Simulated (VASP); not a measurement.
Write the native input for VASP 6.6.1 that does the following.

* Task: relaxation of cell and atoms
* Functional: LDA
* Potentials or basis: VASP PAW LDA potentials, release 64 (Zn, S)
* Cutoff: 600 eV
* k mesh: 8 × 8 × 8
* Occupations: gaussian, width 0.01 eV
* Spin: no spin polarisation
* Target pressure: 4 GPa
* Dipole correction: no
* Further INCAR settings: ALGO = Normal; EDIFF = 1e-06; IBRION = 2; EDIFFG = -0.002; NSW = 100; ISIF = 3

The structure of ZnS lies in POSCAR:

```
ZnS
1.0
    2.6484687084      2.6484687084      0.0000000000
   -2.6484687084      2.6484687084      0.0000000000
    0.0000000000      2.6484687084      2.6484687084
Zn S
1 1
Direct
    0.7500000000      0.2500000000      0.5000000000
    0.0000000000      0.0000000000      0.0000000000
```

The input as run:

INCAR

```
PREC     = Accurate       # precision mode
ENCUT    = 600            # plane-wave cutoff, eV
EDIFF    = 1E-6           # SCF threshold, eV
ISMEAR   = 0              # smearing method
SIGMA    = 0.01           # smearing width, eV
LREAL    = F              # projectors in reciprocal space
LASPH    = T              # aspherical terms in the spheres
NELM     = 80             # most SCF steps
ALGO     = Normal         # electronic algorithm
ISIF     = 3              # what is computed and relaxed
LWAVE    = F              # write WAVECAR
LCHARG   = F              # write CHGCAR
IBRION   = 2              # ionic algorithm
NSW      = 100            # ionic steps
EDIFFG   = -0.002         # ionic threshold
PSTRESS  = 40.0
```

KPOINTS

```
Automatic mesh
0
Gamma
  8 8 8
```

Potentials or basis: VASP PAW LDA potentials, release 64 (Zn, S).

Launch:

```sh
$ cat potpaw_LDA.64/Zn/POTCAR potpaw_LDA.64/S/POTCAR > POTCAR
$ mpirun -np 1 vasp_std > vasp.out
```

It gave:

| Item | Value |
| --- | --- |
| Relaxed volume | 17.86 Å³/atom |
| Relaxed cell | a = 3.696 Å, b = 3.696 Å, c = 3.696 Å, α = 60.00°, β = 60.00°, γ = 90.00° |
| Space group after relaxing (to 0.05 Å) | F-43m (No. 216) |
| Energy change on relaxing (the enthalpy is what falls) | +9.3 meV/atom |
| Ionic steps | 7 |
| Pressure after relaxing | 4.0 GPa |
| Band gap on the k mesh | 2.34 eV, direct |

Caveat: the cell is relaxed towards a set pressure, so the enthalpy falls and the energy may rise.

It took 35 s on 1 thread of Intel(R) Xeon(R) Platinum 8559C (Emerald Rapids), with other jobs on the host, peak memory 0.16 GiB.
